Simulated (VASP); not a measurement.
# WC (P4/nmm) in VASP: single point with PBE

Aim: the single point of WC with PBE.

Everything below comes from runs of VASP 6.6.1. Logs are shortened: lines on timing, memory, paths and dates and some standing lists are left out, and cuts for length are marked.

## 1. The cell of the first run

Symmetry: P4/nmm, No. 129, tetragonal system. The conventional cell has a = 2.928 Å, b = 2.928 Å, c = 5.203 Å, α = 90.00°, β = 90.00°, γ = 90.00°. W (site symmetry 4mm) has 4 C at 2.19 Å and 4 W at 2.85 Å within 2.9 Å. Within 2.7 Å of C (site symmetry -4m2) lie 4 C at 2.07 Å and 4 W at 2.19 Å.

## 2. Single point, PBE

The input, INCAR:

```
SYSTEM = WC
  PREC = Accurate
  ENCUT = 600
  EDIFF = 1E-6
  ISMEAR = 0
  SIGMA = 0.2
  LREAL = .FALSE.
  LASPH = .TRUE.
  NELM = 120
  ALGO = Normal
  ISIF = 2
  LWAVE = .FALSE.
  LCHARG = .TRUE.
  GGA = PE
  LELF = .TRUE.
  LVHAR = .TRUE.
  NBANDS = 26
  GGA_COMPAT = .FALSE.
```

The input, KPOINTS:

```
Automatic mesh
0
G
  5 5 4
  0 0 0
```

The input, POSCAR:

```
WC
1.0
    2.9277788797      0.0000000000      0.0000000000
    0.0000000000      2.9277788797      0.0000000000
    0.0000000000      0.0000000000      5.2027789694
W C
2 2
Direct
    0.0000000000      0.5000000000      0.3122040948
    0.5000000000      0.0000000000      0.6877959052
    0.0000000000      0.0000000000      0.0000000000
    0.5000000000      0.5000000000      0.0000000000
```

Potentials or basis: VASP PAW PBE potentials, release 64 (W_sv, C).

Run with:

```console
> cat potpaw_PBE.64/W_sv/POTCAR potpaw_PBE.64/C/POTCAR > POTCAR
> mpirun -np 1 vasp_std > vasp.out
```

OUTCAR:

```text
SYSTEM = WC
   PREC = Accurate
   ENCUT = 600
   EDIFF = 1E-6
   ISMEAR = 0
   LREAL = .FALSE.
   LASPH = .TRUE.
   NELM = 120
   ISIF = 2
   GGA = PE

 ion  position               nearest neighbor table
   1  0.000  0.500  0.312-   3 2.19   4 2.19   3 2.19   4 2.19   2 2.85   2 2.85   2 2.85   2 2.85

   2  0.500  0.000  0.688-   3 2.19   4 2.19   4 2.19   3 2.19   1 2.85   1 2.85   1 2.85   1 2.85

   3  0.000  0.000  0.000-   4 2.07   4 2.07   4 2.07   4 2.07   2 2.19   2 2.19   1 2.19   1 2.19

   4  0.500  0.500  0.000-   3 2.07   3 2.07   3 2.07   3 2.07   2 2.19   1 2.19   1 2.19   2 2.19

  LATTYP: Found a simple tetragonal cell.
 ALAT       =     2.9277788797
 C/A-ratio  =     1.7770395864

  Lattice vectors:

 A1 = (   2.9277788797,   0.0000000000,   0.0000000000)
 A2 = (   0.0000000000,   2.9277788797,   0.0000000000)
 A3 = (   0.0000000000,   0.0000000000,   5.2027789694)

Analysis of symmetry for initial positions (statically):
=====================================================================
 Subroutine PRICEL returns:
 Original cell was already a primitive cell.

 Routine SETGRP: Setting up the symmetry group for a
 simple tetragonal supercell.

 Subroutine GETGRP returns: Found 16 space group operations
 (whereof  8 operations were pure point group operations)
 out of a pool of 16 trial point group operations.

The static configuration has the point symmetry D_2d.
 The point group associated with its full space group is D_4h.

Analysis of symmetry for dynamics (positions and initial velocities):
=====================================================================
 Subroutine PRICEL returns:
 Original cell was already a primitive cell.

 Routine SETGRP: Setting up the symmetry group for a
 simple tetragonal supercell.

 Subroutine GETGRP returns: Found 16 space group operations
 (whereof  8 operations were pure point group operations)
 out of a pool of 16 trial point group operations.

The dynamic configuration has the point symmetry D_2d.
 The point group associated with its full space group is D_4h.

 Subroutine INISYM returns: Found 16 space group operations
 (whereof  8 operations are pure point group operations),
 and found     1 'primitive' translations

----------------------------------------------------------------------------------------

                                     Primitive cell
[... 86 lines left out ...]
   ENCUT  =  600.0 eV  44.10 Ry    6.64 a.u.   5.85  5.85 10.39*2*pi/ulx,y,z
   NELM   =    120;   NELMIN=  2; NELMDL= -5     # of ELM steps
   EDIFF  = 0.1E-05   stopping-criterion for ELM
   LREAL  =      F    real-space projection
   EDIFFG = 0.1E-04   stopping-criterion for IOM
   NSW    =      0    number of steps for IOM
   IBRION =     -1    ionic relax: 0-MD 1-quasi-New 2-CG
   NFREE  =      0    steps in history (QN), initial steepest desc. (CG)
   ISIF   =      2    stress and relaxation
   ISYM   =      2    0-nonsym 1-usesym 2-fastsym
   POTIM  = 0.5000    time-step for ionic-motion
   TEBEG  =    0.0;   TEEND  =   0.0 temperature during run
   PSTRESS=    0.0 pullay stress
   NELECT =      36.0000    total number of electrons
   NUPDOWN=      -1.0000    fix difference up-down
   EMIN   =  10.00;   EMAX   =-10.00  energy-range for DOS
   EFERMI =   0.00;   METHOD = LEGACY
   ISMEAR =     0;   SIGMA  =   0.20  broadening in eV -4-tet -1-fermi 0-gaus
   EFERMI_NEDOS =   21; number of points for ismear=-14 and -15
   IALGO  =     38    algorithm
   IMIX   =      4    mixing-type and parameters
     AMIX     =   0.40;   BMIX     =  1.00
     AMIX_MAG =   1.60;   BMIX_MAG =  1.00
  volume/ion in A,a.u.               =      11.15        75.24
  Fermi-wavevector in a.u.,A,eV,Ry     =   1.524304  2.880518 31.613188  2.323504
  Thomas-Fermi vector in A             =   2.632629
   LORBIT       =      0    0 simple, 1 ext, 2 COOP (PROOUT), +10 PAW based schemes
   GGA     = PE    functional components
   LHFCALC =     F    Hartree Fock is set to
   AEXX    =    0.0000 exact exchange contribution
   IVDW    =     0    specifies the selected vdW correction
   LEPSILON=     F    determine dielectric tensor
   LRPA    =     F    only Hartree local field effects (RPA)
 non-spin polarized calculation
 Gauss-broadening in eV      SIGMA  =   0.20
  energy-cutoff  :      600.00
  volume of cell :       44.60
 maximum number of plane-waves:      1506
 NGX is ok and might be reduce to    24
   NGX = 11   NGY = 11   NGZ = 21

 number of electron      36.0000006 magnetization

 Free energy of the ion-electron system (eV)
  ---------------------------------------------------
  ext. energy  EPLUGINS =         0.00000000
  ---------------------------------------------------
  free energy    TOTEN  =       -41.13813986 eV

  energy without entropy =      -41.11232434  energy(sigma->0) =      -41.12523210

 E-fermi :  10.3768     XC(G=0): -13.4086

 val. band max:       10.2157036195   @ k =   0.4000   0.0000   0.0000
 cond. band min:      10.4345740439   @ k =   0.2000   0.2000   0.2500
 fundamental gap:      0.2188704244
 Fermi energy:        10.3767573351

 k-point     1 :       0.0000    0.0000    0.0000
  band No.  band energies     occupation
      1     -63.6286      2.00000
      2     -63.5561      2.00000
      3     -28.1722      2.00000
      4     -27.7235      2.00000
      5     -27.7235      2.00000
      6     -27.6068      2.00000
[... 511 lines left out ...]
     25      18.0839      0.00000
     26      18.4246      0.00000

------------------------ aborting loop because EDIFF is reached ----------------------------------------

  FORCE on cell =-STRESS in cart. coord.  units (eV):
  Direction    XX          YY          ZZ          XY          YZ          ZX
  --------------------------------------------------------------------------------------
  -------------------------------------------------------------------------------------
  Total        0.2079203      0.2079203      0.2350356      0.0000000      0.0000000      0.0000000
  in kB        7.4695699      7.4695699      8.4436898      0.0000000      0.0000000      0.0000000
  external PRESSURE =       7.7942765 kB  Pullay stress =       0.0000000 kB

 VOLUME and BASIS-vectors are now :
 -----------------------------------------------------------------------------
  energy-cutoff  :      600.00
  volume of cell :       44.60
      direct lattice vectors                 reciprocal lattice vectors
     2.927778880  0.000000000  0.000000000     0.341555849  0.000000000  0.000000000
     0.000000000  2.927778880  0.000000000     0.000000000  0.341555849  0.000000000
     0.000000000  0.000000000  5.202778969     0.000000000  0.000000000  0.192204975

 POSITION                                       TOTAL-FORCE (eV/Angst)
 -----------------------------------------------------------------------------------
      0.00000      1.46389      1.62433         0.000000      0.000000      0.029142
      1.46389      0.00000      3.57845        -0.000000      0.000000     -0.029142
      0.00000      0.00000      0.00000         0.000000      0.000000     -0.000000
      1.46389      1.46389      0.00000         0.000000     -0.000000     -0.000000
 -----------------------------------------------------------------------------------
    total drift:                                0.000000      0.000000     -0.000000

  FREE ENERGIE OF THE ION-ELECTRON SYSTEM (eV)
  ---------------------------------------------------
  free  energy   TOTEN  =       -41.1381398637 eV

  energy  without entropy=      -41.1123243366  energy(sigma->0) =      -41.12523210
```

Wall time 14 s (1 thread of AMD EPYC 9R45 (Zen 5), shared host); peak memory 0.14 GiB.

Results:

```yaml
Free_energy: -41.1381 eV
Pressure: 0.8 GPa
Largest_force: 0.029 eV/Å
Band_gap_on_the_k_mesh: zero (band 18 reaches 11.73 eV, above the bottom of band 19 at 10.17 eV)
```

Forces on the atoms (eV/Å):
```
W    0.000  0.000  0.029
W    0.000  0.000 -0.029
C    0.000  0.000  0.000
C    0.000  0.000  0.000
```

Caveat: the k points lie up to 0.43 Å⁻¹ apart; spin-orbit coupling is left out, which moves the levels of the heavy elements.
